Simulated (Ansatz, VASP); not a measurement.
## CoRu3 in VASP and in Ansatz

```
Co Ru
1.0
     3.73316    0.00000    0.00000
     0.00000    3.73316    0.00000
     0.00000    0.00000    3.73316
Co Ru
1 3
Cartesian
  0.0000 0.0000 0.0000
  0.0000 1.8666 1.8666
  1.8666 0.0000 1.8666
  1.8666 1.8666 0.0000
```

Alike in both runs: task relaxation of cell and atoms; functional PBE; k mesh 12 × 12 × 12; occupations gaussian, width 0.1 eV; no spin polarisation.

|  | VASP | Ansatz |
| --- | --- | --- |
| version | VASP 6.6.1 | Ansatz 0.2.0 |
| potentials or method | VASP PAW PBE potentials, release 64 (Co, Ru_pv), cutoff 600 eV | scalar-relativistic, plane waves, PAW |
| valence electrons in the cell | 51 | 65 |

```csv
,VASP,Ansatz,Ansatz less VASP
"gap on the k mesh at the Fermi level, each at its own relaxed structure (eV)",none,none,-
relaxed volume (Å³/atom),13.00,13.01,+0.011
relaxed cell length with the largest relative difference (Å),3.732,3.733,+0.0011
```

A gap of «none» marks a metal or a gap that the smearing closes. VASP's potentials hold 51 valence electrons a cell and Ansatz's 65, so a difference there can come from the potentials and not from the codes.
